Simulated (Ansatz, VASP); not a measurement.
**One calculation of TaF3, two programs**

Contents of INCAR:

```
PREC = Accurate ; ENCUT = 520
EDIFF = 1E-7 ; ISMEAR = 0
SIGMA = 0.15 ; LREAL = F
LASPH = T ; NELM = 60
ALGO = Normal ; ISIF = 2
LWAVE = F ; LCHARG = T
GGA = PS ; LELF = T
LVHAR = T ; NBANDS = 24
```

Contents of KPOINTS:

```
regular mesh
0
Gamma
  12 12 12
```

File POSCAR:

```
TaF3
1.0
    3.8426820000      0.0000000000      0.0000000000
    0.0000000000      3.8426820000      0.0000000000
    0.0000000000      0.0000000000      3.9597180000
Ta F
1 3
Direct
    0.0000000000      0.0000000000      0.0000000000
    0.5000000000      0.0000000000      0.0000000000
    0.0000000000      0.5000000000      0.0000000000
    0.0000000000      0.0000000000      0.5000000000
```

Input for Ansatz:

```yaml
crystal:
  lattice:
    - [3.842682, 0.0, 0.0]
    - [0.0, 3.842682, 0.0]
    - [0.0, 0.0, 3.959718]
  atoms:
    - { symbol: Ta, position: [0.0, 0.0, 0.0] }
    - { symbol: F, position: [0.5, 0.0, 0.0] }
    - { symbol: F, position: [0.0, 0.5, 0.0] }
    - { symbol: F, position: [0.0, 0.0, 0.5] }
basis:
  ecutwfc: 420
kpoints:
  mp_grid: { grid: [12, 12, 12] }
hamiltonian:
  xc: pbesol
scf:
  occupations: { method: gaussian, width: 0.15 }
output:
  forces: true
  stress: true
  eigenvalues: true
```

Change from the starting cell: strain -0.015 along x and y, +0.015 along z, atoms carried along.

Alike in both runs: task single point; functional PBEsol; k mesh 12 × 12 × 12; occupations gaussian, width 0.15 eV; no spin polarisation.

|  | VASP | Ansatz |
| --- | --- | --- |
| version | VASP 6.6.1 | Ansatz 0.2.0 |
| potentials or method | VASP PAW PBE potentials, release 64 (Ta_pv, F), cutoff 520 eV | scalar-relativistic, plane waves, PAW |
| valence electrons in the cell | 32 | 34 |

|  | VASP | Ansatz | Ansatz less VASP |
| --- | --- | --- | --- |
| gap on the k mesh at the Fermi level (eV) | none | none | - |
| pressure (GPa) | 24.5 | 23.9 | -0.55 |
| traceless stress, the component that is largest in VASP (GPa) | -8.87 | -8.68 | +0.188 |

VASP's potentials were made for PBE, not for PBEsol. A gap of «none» marks a metal or a gap that the smearing closes. VASP's potentials hold 32 valence electrons a cell and Ansatz's 34, so a difference there can come from the potentials and not from the codes.

Spin-orbit coupling is off throughout.
